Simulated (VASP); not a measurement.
# Re (P6_3/mmc) in VASP: a series of runs

Re is run at these levels: LDA; tasks: single point.

All numbers are computed with VASP 6.6.1; they aren't measurements. Logs are shortened: lines on timing, memory, paths and dates and some standing lists are left out, and cuts for length are marked.

## Step 1: The cell of the first run

It takes space group P6_3/mmc (No. 194, hexagonal). Conventional cell: a = 2.707 Å, b = 2.707 Å, c = 4.365 Å, α = 90.00°, β = 90.00°, γ = 120.00°. Re (site symmetry -6m2) has 12 Re at 2.68 to 2.71 Å within 3.5 Å.

## Step 2: Single point, LDA

Input file INCAR:

```
SYSTEM = Re
PREC = Accurate
ENCUT = 600
EDIFF = 1E-6
ISMEAR = -1
SIGMA = 0.08
LREAL = .False.
LASPH = .True.
NELM = 120
ALGO = Normal
ISIF = 2
LWAVE = .False.
LCHARG = .False.
GGA = CA
NBANDS = 14
GGA_COMPAT = .False.
```

Input file KPOINTS:

```
Automatic mesh
0
Gamma
  20 20 12
  0 0 0
```

Input file POSCAR:

```
Re
1.0
    2.7068125130      0.0000000000      0.0000000000
   -1.3534062565      2.3441683995      0.0000000000
    0.0000000000      0.0000000000      4.3651221515
Re
2
Direct
    0.3333333333      0.6666666667      0.2500000000
    0.6666666667      0.3333333333      0.7500000000
```

Potentials or basis: VASP PAW LDA potentials, release 64 (Re).

Command:

```
$ cat potpaw_LDA.64/Re/POTCAR > POTCAR
$ mpirun -np 1 vasp_std > vasp.out
```

OUTCAR:

```text
SYSTEM = Re
   PREC = Accurate
   ENCUT = 600
   EDIFF = 1E-6
   ISMEAR = -1
   LREAL = .False.
   LASPH = .True.
   NELM = 120
   ISIF = 2
   GGA = CA

 ion  position               nearest neighbor table
   1  0.333  0.667  0.250-   2 2.68   2 2.68   2 2.68   2 2.68   2 2.68   2 2.68
   2  0.667  0.333  0.750-   1 2.68   1 2.68   1 2.68   1 2.68   1 2.68   1 2.68

  LATTYP: Found a hexagonal cell.
 ALAT       =     2.7068125130
 C/A-ratio  =     1.6126429631

  Lattice vectors:

 A1 = (   2.7068125130,   0.0000000000,   0.0000000000)
 A2 = (  -1.3534062565,   2.3441683995,   0.0000000000)
 A3 = (   0.0000000000,   0.0000000000,   4.3651221515)

Analysis of symmetry for initial positions (statically):
=====================================================================
 Subroutine PRICEL returns:
 Original cell was already a primitive cell.

 Routine SETGRP: Setting up the symmetry group for a
 hexagonal supercell.

 Subroutine GETGRP returns: Found 24 space group operations
 (whereof 12 operations were pure point group operations)
 out of a pool of 24 trial point group operations.

The static configuration has the point symmetry D_3d.
 The point group associated with its full space group is D_6h.

Analysis of symmetry for dynamics (positions and initial velocities):
=====================================================================
 Subroutine PRICEL returns:
 Original cell was already a primitive cell.

 Routine SETGRP: Setting up the symmetry group for a
 hexagonal supercell.

 Subroutine GETGRP returns: Found 24 space group operations
 (whereof 12 operations were pure point group operations)
 out of a pool of 24 trial point group operations.

The dynamic configuration has the point symmetry D_3d.
 The point group associated with its full space group is D_6h.

 Subroutine INISYM returns: Found 24 space group operations
 (whereof 12 operations are pure point group operations),
 and found     1 'primitive' translations

----------------------------------------------------------------------------------------

                                     Primitive cell

  volume of cell :      27.6977

  direct lattice vectors                    reciprocal lattice vectors
     2.706812513  0.000000000  0.000000000     0.369438221  0.213295256  0.000000000
    -1.353406257  2.344168399  0.000000000     0.000000000  0.426590513  0.000000000
     0.000000000  0.000000000  4.365122151     0.000000000  0.000000000  0.229088664

  length of vectors
     2.706812513  2.706812513  4.365122151     0.426590513  0.426590513  0.229088664

  position of ions in fractional coordinates (direct lattice)
     0.333333333  0.666666667  0.250000000
     0.666666667  0.333333333  0.750000000

  ion indices of the primitive-cell ions
   primitive index   ion index
                 1           1
                 2           2

----------------------------------------------------------------------------------------

 KPOINTS: Automatic mesh

Automatic generation of k-mesh.
 Grid dimensions read from file:
 generate k-points for:   20   20   12

 Generating k-lattice:

  Cartesian coordinates                     Fractional coordinates (reciprocal lattice)
     0.018471911  0.010664763  0.000000000     0.050000000  0.000000000  0.000000000
     0.000000000  0.021329526  0.000000000     0.000000000  0.050000000  0.000000000
     0.000000000  0.000000000  0.019090722     0.000000000  0.000000000  0.083333333

  Length of vectors
     0.021329526  0.021329526  0.019090722

  Shift w.r.t. Gamma in fractional coordinates (k-lattice)
     0.000000000  0.000000000  0.000000000

 Subroutine IBZKPT returns following result:
 ===========================================

 Found    308 irreducible k-points:

 Following reciprocal coordinates:
            Coordinates               Weight
  0.000000  0.000000  0.000000      1.000000
  0.050000  0.000000  0.000000      6.000000
  0.100000  0.000000  0.000000      6.000000
  0.150000  0.000000  0.000000      6.000000
  0.200000  0.000000  0.000000      6.000000
  0.250000  0.000000  0.000000      6.000000
[... 16 lines left out ...]
  0.200000  0.100000  0.000000     12.000000
  0.250000  0.100000  0.000000     12.000000
 [... further k-points ...]
   k-points           NKPTS =    308   k-points in BZ     NKDIM =    308   number of bands    NBANDS=     14
   number of dos      NEDOS =    301   number of ions     NIONS =      2
   total plane-waves  NPLWV =  20736
   dimension x,y,z NGX =    24 NGY =   24 NGZ =   36
   dimension x,y,z NGXF=    48 NGYF=   48 NGZF=   72
   ions per type =               2
   NGX,Y,Z   is equivalent  to a cutoff of  14.74, 14.74, 13.71 a.u.
   NGXF,Y,Z  is equivalent  to a cutoff of  29.48, 29.48, 27.42 a.u.
 SYSTEM =  Re
   PREC   = accura    normal or accurate (medium, high low for compatibility)
   ISTART =      0    job   : 0-new  1-cont  2-samecut
   ICHARG =      2    charge: 1-file 2-atom 10-const
   ISPIN  =      1    spin polarized calculation?
   LNONCOLLINEAR =      F non collinear calculations
   LSORBIT =      F    spin-orbit coupling
   LASPH  =      T    aspherical Exc in radial PAW
   ENCUT  =  600.0 eV  44.10 Ry    6.64 a.u.   5.41  5.41  8.72*2*pi/ulx,y,z
   NELM   =    120;   NELMIN=  2; NELMDL= -5     # of ELM steps
   EDIFF  = 0.1E-05   stopping-criterion for ELM
   LREAL  =      F    real-space projection
   EDIFFG = 0.1E-04   stopping-criterion for IOM
   NSW    =      0    number of steps for IOM
   IBRION =     -1    ionic relax: 0-MD 1-quasi-New 2-CG
   NFREE  =      0    steps in history (QN), initial steepest desc. (CG)
   ISIF   =      2    stress and relaxation
   ISYM   =      2    0-nonsym 1-usesym 2-fastsym
   POTIM  = 0.5000    time-step for ionic-motion
   TEBEG  =    0.0;   TEEND  =   0.0 temperature during run
   PSTRESS=    0.0 pullay stress
   NELECT =      14.0000    total number of electrons
   NUPDOWN=      -1.0000    fix difference up-down
   EMIN   =  10.00;   EMAX   =-10.00  energy-range for DOS
   EFERMI =   0.00;   METHOD = LEGACY
   ISMEAR =    -1;   SIGMA  =   0.08  broadening in eV -4-tet -1-fermi 0-gaus
   EFERMI_NEDOS =   21; number of points for ismear=-14 and -15
   IALGO  =     38    algorithm
   IMIX   =      4    mixing-type and parameters
     AMIX     =   0.40;   BMIX     =  1.00
     AMIX_MAG =   1.60;   BMIX_MAG =  1.00
  volume/ion in A,a.u.               =      13.85        93.46
  Fermi-wavevector in a.u.,A,eV,Ry     =   1.304076  2.464347 23.138277  1.700615
  Thomas-Fermi vector in A             =   2.435036
   LORBIT       =      0    0 simple, 1 ext, 2 COOP (PROOUT), +10 PAW based schemes
   GGA     = CA    functional components
   LHFCALC =     F    Hartree Fock is set to
   AEXX    =    0.0000 exact exchange contribution
   IVDW    =     0    specifies the selected vdW correction
   LEPSILON=     F    determine dielectric tensor
   LRPA    =     F    only Hartree local field effects (RPA)
 non-spin polarized calculation
  energy-cutoff  :      600.00
  volume of cell :       27.70
 maximum number of plane-waves:       966
 NGX is ok and might be reduce to    24
   NGX = 11   NGY = 11   NGZ = 17

 number of electron      14.0000001 magnetization

 Free energy of the ion-electron system (eV)
  ---------------------------------------------------
  ext. energy  EPLUGINS =         0.00000000
  ---------------------------------------------------
  free energy    TOTEN  =       -27.49119498 eV

  energy without entropy =      -27.45948920  energy(sigma->0) =      -27.47534209

 E-fermi :   8.6339     XC(G=0): -14.1703

 val. band max:        8.6285099677   @ k =   0.3000   0.3000   0.5000
 cond. band min:       8.6352200674   @ k =   0.1000   0.0000   0.0833
 fundamental gap:      0.0067100997
 Fermi energy:         8.6338873197

 k-point     1 :       0.0000    0.0000    0.0000
  band No.  band energies     occupation
      1      -1.5752      2.00000
      2       1.5658      2.00000
      3       6.8559      2.00000
      4       6.8559      2.00000
      5       6.8846      2.00000
      6       7.7828      1.99995
      7       7.7828      1.99995
      8       8.7810      0.27444
      9       8.7810      0.27444
     10       9.5445      0.00002
     11      12.2663      0.00000
     12      12.2663      0.00000
     13      19.5079      0.00000
     14      22.9058      0.00000

 k-point     2 :       0.0500    0.0000    0.0000
  band No.  band energies     occupation
      1      -1.4643      2.00000
      2       1.6706      2.00000
      3       6.5093      2.00000
      4       6.9582      2.00000
      5       7.1933      2.00000
      6       7.7008      1.99998
      7       7.8799      1.99984
      8       8.6003      1.20717
      9       8.6911      0.65669
     10       9.1671      0.00255
     11      12.3303      0.00000
     12      12.8261      0.00000
     13      19.5138      0.00000
     14      23.1596      0.00000

 k-point     3 :       0.1000    0.0000    0.0000
  band No.  band energies     occupation
      1      -1.1400      2.00000
      2       1.9682      2.00000
      3       6.0949      2.00000
      4       7.2622      2.00000
      5       7.4042      2.00000
      6       7.6074      1.99999
      7       7.8406      1.99990
      8       8.1678      1.99412
      9       8.4504      1.81662
     10       8.7956      0.23395
     11      12.4951      0.00000
     12      13.9715      0.00000
     13      19.5010      0.00000
     14      23.8786      0.00000

 k-point     4 :       0.1500    0.0000    0.0000
  band No.  band energies     occupation
      1      -0.6287      2.00000
      2       2.3983      2.00000
      3       5.6760      2.00000
      4       6.8486      2.00000
      5       7.1257      2.00000
      6       7.7593      1.99996
      7       8.0045      1.99923
      8       8.1198      1.99677
      9       8.5273      1.58257
     10       8.6363      0.98501
     11      12.7046      0.00000
     12      15.2817      0.00000
     13      19.4106      0.00000
     14      24.9090      0.00000

 k-point     5 :       0.2000    0.0000    0.0000
  band No.  band energies     occupation
      1       0.0217      2.00000
      2       2.8199      2.00000
      3       5.3819      2.00000
      4       5.8896      2.00000
      5       6.8320      2.00000
      6       7.7559      1.99997
      7       8.2470      1.98424
      8       8.4337      1.84859
      9       8.5579      1.44196
     10       9.2669      0.00073
     11      12.9115      0.00000
[... 276 lines left out ...]
 k-point    22 :       0.1500    0.1000    0.0000
  band No.  band energies     occupation
      1       0.3092      2.00000
      2       3.1079      2.00000
      3       5.0472      2.00000
      4       5.6747      2.00000
      5       6.8175      2.00000
      6       7.1844      2.00000
      7       8.4015      1.89618
      8       8.5255      1.58992
      9       8.8571      0.11566
     10       9.7945      0.00000
     11      12.8280      0.00000
     12      17.2190      0.00000
     13      19.1459      0.00000
     14      25.7886      0.00000

 k-point    23 :       0.2000    0.1000    0.0000
  band No.  band energies     occupation
      1       1.0257      2.00000
      2       3.3570      2.00000
      3       4.9024      2.00000
      4       4.9373      2.00000
      5       6.7131      2.00000
      6       6.8686      2.00000
      7       8.2514      1.98336
      8       8.9319      0.04706
      9       9.7338      0.00000
     10      10.6859      0.00000
     11      12.9405      0.00000
     12      18.5027      0.00000
     13      18.9143      0.00000
     14      24.6011      0.00000

 k-point    24 :       0.2500    0.1000    0.0000
  band No.  band energies     occupation
      1       1.7155      2.00000
      2       3.2487      2.00000
      3       4.2278      2.00000
      4       5.1720      2.00000
      5       6.6303      2.00000
      6       6.8609      2.00000
      7       7.9381      1.99967
      8       9.6181      0.00001
      9      10.6768      0.00000
     10      11.6879      0.00000
     11      13.0323      0.00000
     12      18.7315      0.00000
     13      19.7471      0.00000
     14      22.8379      0.00000

 [... further k-points ...]
[... 5 lines left out ...]
  --------------------------------------------------------------------------------------
  -------------------------------------------------------------------------------------
  Total        2.9926260      2.9926260      2.9603842      0.0000000     -0.0000000      0.0000000
  in kB      173.1089957    173.1089957    171.2439666      0.0000000     -0.0000000      0.0000000
  external PRESSURE =     172.4873194 kB  Pullay stress =       0.0000000 kB

 VOLUME and BASIS-vectors are now :
 -----------------------------------------------------------------------------
  energy-cutoff  :      600.00
  volume of cell :       27.70
      direct lattice vectors                 reciprocal lattice vectors
     2.706812513  0.000000000  0.000000000     0.369438221  0.213295256  0.000000000
    -1.353406257  2.344168399  0.000000000     0.000000000  0.426590513  0.000000000
     0.000000000  0.000000000  4.365122151     0.000000000  0.000000000  0.229088664

 POSITION                                       TOTAL-FORCE (eV/Angst)
 -----------------------------------------------------------------------------------
     -0.00000      1.56278      1.09128        -0.000000      0.000000      0.000000
      1.35341      0.78139      3.27384         0.000000     -0.000000      0.000000
 -----------------------------------------------------------------------------------
    total drift:                               -0.000000      0.000000     -0.000000

  FREE ENERGIE OF THE ION-ELECTRON SYSTEM (eV)
  ---------------------------------------------------
  free  energy   TOTEN  =       -27.4911949754 eV

  energy  without entropy=      -27.4594891952  energy(sigma->0) =      -27.47534209
```

Run time: 49 s. Hardware: 1 thread of Intel Xeon 6975P-C (Granite Rapids), shared host; peak memory 0.25 GiB.

Results:

| Quantity | Value |
| --- | --- |
| Free energy | -27.4912 eV |
| Pressure | 17.2 GPa |
| Band gap on the k mesh | zero (band 7 reaches 10.58 eV, above the bottom of band 8 at 6.71 eV) |

Caveat: spin-orbit coupling is left out, which moves the levels of the heavy elements.

[end of part 1 of 3]
